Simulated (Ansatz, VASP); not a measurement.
# Two plane-wave programs on InP

```
CELL_PARAMETERS angstrom
0.00000 2.93050 2.93050
2.93050 0.00000 2.93050
2.93050 2.93050 0.00000
ATOMIC_POSITIONS crystal
In 0.00000 0.00000 0.00000
P 0.75000 0.75000 0.75000
```

Alike in both runs: functional r2SCAN; k mesh 8 × 8 × 8; occupations fermi-dirac, width 0.05 eV; non-collinear spin, spin-orbit coupling.

|  | VASP | Ansatz |
| --- | --- | --- |
| version | VASP 6.6.1 | Ansatz 0.2.0 |
| potentials or method | VASP PAW PBE potentials, release 64 (In_d, P) | Ansatz PAW |
| plane-wave cutoff (eV) | 520 | 500 |
| valence electrons in the cell | 18 | 18 |
| task | single point | band structure |

|  | VASP | Ansatz | Ansatz less VASP |
| --- | --- | --- | --- |
| pressure (GPa) | 1.5 | 1.6 | +0.09 |
| net moment per atom (μB) | 0.00 | 0.00 | 0.000 |

VASP's potentials were made for PBE, not for r2SCAN.
